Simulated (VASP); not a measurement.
# O in VASP: a series of runs, part 2 of 2

VASP 6.6.1. Earlier steps stand in the parts before.

## 3. Single point, PBE+D3(BJ), collinear spin, ferromagnetic start

INCAR

```
  PREC = Accurate
  ENCUT = 520
  EDIFF = 1E-6
  ISMEAR = -1
  SIGMA = 0.02
  LREAL = Auto
  LASPH = T
  NELM = 150
  ALGO = Normal
  ISIF = 2
  LWAVE = F
  LCHARG = F
  ISPIN = 2
  MAGMOM = 1 1 1 1 1 1 1 1 1 1 1 1 1 1 1 1 1 1 1 1 1 1 1 1
  LORBIT = 11
  GGA = PE
  IVDW = 12
  NBANDS = 94
```

KPOINTS

```
Automatic mesh
0
Gamma
  1 1 1
```

POSCAR

```
O
1.0
    7.6699000000      0.0000000000      0.0000000000
    0.0000000000      7.6699000000      0.0000000000
    0.0000000000      0.0000000000      7.6699000000
O
24
Direct
    0.9106637635      0.3177094877      0.2543188308
    0.8887990717      0.2410461675      0.3934601494
    0.4579068827      0.6321985945      0.8605979217
    0.4330434556      0.7603880103      0.7723829515
    0.7247160980     -0.0082530411      0.5990951642
    0.6165921329      0.1010834561      0.5655354046
    0.6093169402      0.6375311282      0.2122061565
    0.4860819567      0.7353811653      0.1986075438
    0.0972372521      0.5064212050      0.9434151684
    0.1078371296      0.4954562641      0.7806229547
   -0.0102348140      0.7803752331      0.3487920312
    0.0275101370      0.7909881485      0.5030313303
    0.7741952307      0.4317005437      0.7098919151
    0.7683672538      0.5690295832      0.6248842879
    0.2174083104      0.1147733347      0.2081774208
    0.2180732474     -0.0104694976      0.1121787768
    0.3655067211      0.4215961095      0.4097445860
    0.2694428871      0.4315962398      0.2795082074
    0.5715198373      0.2411895853      0.1601976558
    0.5681821145      0.2819984615      0.0063625341
    0.7817833349      0.8988904679      0.0165451962
    0.8914979335      0.8251998070     -0.0696880011
    0.1228438441      0.1061291542      0.7264631873
    0.1696893049      0.1572380344      0.5847403486
```

Potentials or basis: VASP PAW PBE potentials, release 64 (O).

Run with:

```
cat potpaw_PBE.64/O/POTCAR > POTCAR
mpirun -np 1 vasp_gam > vasp.out
```

OUTCAR:

```text
PREC = Accurate
   ENCUT = 520
   EDIFF = 1E-6
   ISMEAR = -1
   LREAL = Auto
   LASPH = T
   NELM = 150
   ISIF = 2
   ISPIN = 2
   LORBIT = 11
   GGA = PE
   IVDW = 12
 IVDW          = 12

 ion  position               nearest neighbor table
   1  0.911  0.318  0.254-   2 1.23
   2  0.889  0.241  0.393-   1 1.23
   3  0.458  0.632  0.861-   4 1.21
   4  0.433  0.760  0.772-   3 1.21
   5  0.725  0.992  0.599-   6 1.21
   6  0.617  0.101  0.566-   5 1.21
[... 448 lines left out ...]
      6.98470      2.43680      1.95060        -0.002585      0.175140     -0.172270
      6.81700      1.84880      3.01780         0.004100      0.063200     -0.107272
      3.51210      4.84890      6.60070         0.315125     -1.518759      0.855137
      3.32140      5.83210      5.92410        -0.355392      1.577503     -1.065465
      5.55850      7.60660      4.59500         1.289961     -1.386425      0.470711
      4.72920      0.77530      4.33760        -1.598900      1.276406     -0.351180
[... 16 lines left out ...]
      0.94220      0.81400      5.57190        -0.493816     -0.568544      1.621373
      1.30150      1.20600      4.48490         0.663662      0.444709     -1.391796
 -----------------------------------------------------------------------------------
    total drift:                               -0.008568      0.004680      0.014290

  FREE ENERGIE OF THE ION-ELECTRON SYSTEM (eV)
  ---------------------------------------------------
  free  energy   TOTEN  =      -118.7699028645 eV

  energy  without entropy=     -118.7699028645  energy(sigma->0) =     -118.76990286

 total charge

# of ion       s       p       d       tot
------------------------------------------
    1        1.613   3.283   0.000   4.896
    2        1.614   3.288   0.000   4.902
    3        1.613   3.317   0.000   4.931
    4        1.612   3.315   0.000   4.927
    5        1.613   3.319   0.000   4.932
    6        1.613   3.316   0.000   4.929
[... 16 lines left out ...]
   23        1.612   3.313   0.000   4.925
   24        1.614   3.314   0.000   4.927
--------------------------------------------------
tot         38.706  79.104   0.000 117.810

 magnetization (x)

# of ion       s       p       d       tot
------------------------------------------
    1        0.011   0.806   0.000   0.817
    2        0.010   0.800   0.000   0.811
    3        0.010   0.799   0.000   0.809
    4        0.010   0.794   0.000   0.804
    5        0.010   0.793   0.000   0.803
    6        0.011   0.802   0.000   0.813
[... 16 lines left out ...]
   23        0.010   0.797   0.000   0.807
   24        0.011   0.803   0.000   0.815
--------------------------------------------------
tot          0.254  19.209   0.000  19.463
```

stdout:

```text
POSCAR found type information on POSCAR O
 POSCAR found :  1 types and      24 ions
 scaLAPACK will be used
 LDA part: xc-table for (Slater+PW92), standard interpolation
 POSCAR, INCAR and KPOINTS ok, starting setup
 FFT: planning ... GRIDC
 FFT: planning ... GRID_SOFT
 FFT: planning ... GRID
 WAVECAR not read
 entering main loop
```

Run time: 80 s. Hardware: 1 thread of AMD EPYC 9R14 (Zen 4), shared host; peak memory 0.55 GiB.

Results:

```
Free energy                                           : -118.7699 eV
Pressure                                              : 2.4 GPa
Largest force                                         : 2.076 eV/Å
Band gap on the k mesh                                : 1.33 eV
Net moment                                            : 24.00 μB per cell
Site moments                                          : O +0.82, +0.81, +0.80 μB
Valence electrons inside the program's atomic spheres : O 4.90, 4.93, 4.92, 4.86, 4.87, 4.91, 4.88
Dispersion energy per atom                            : -0.041 eV
```

Forces in eV/Å, atoms in the order of the input:
```
O   -0.003  0.175 -0.172
O    0.004  0.063 -0.107
O    0.315 -1.519  0.855
O   -0.355  1.578 -1.065
O    1.290 -1.386  0.471
O   -1.599  1.276 -0.351
O    1.292 -0.984  0.197
O   -1.179  1.098  0.066
O    0.091 -0.167 -1.430
O    0.117  0.148  1.519
O   -0.227 -0.085 -0.864
O    0.376  0.054  0.809
O   -0.199  0.418 -0.266
O   -0.114 -0.527  0.243
O   -0.043  1.054  0.932
O    0.023 -1.456 -1.150
O   -0.501  0.145 -0.501
O    0.488  0.267  0.811
O    0.033 -0.354  0.719
O   -0.018  0.172 -0.880
O   -1.144  0.937  0.870
O    1.183 -0.783 -0.935
O   -0.494 -0.569  1.621
O    0.664  0.445 -1.392
```

Levels at points of the mesh, in eV from the valence-band top:
Spin up:
```csv
k point,band 80,band 81,band 82,band 83,band 84,band 85,band 86,band 87,band 88
"(0.00, 0.00, 0.00)",-0.25,-0.22,-0.20,-0.12,0.00,6.43,7.10,7.48,7.76
```
Spin down:
```
           k point  band 58  band 59  band 60  band 61  band 62  band 63
(0.00, 0.00, 0.00)    -4.57    -4.45    -4.38     1.33     1.40     1.43
```

Caveat: the k points lie up to 0.82 Å⁻¹ apart; the standard files for N, O and F lose accuracy on very short bonds.
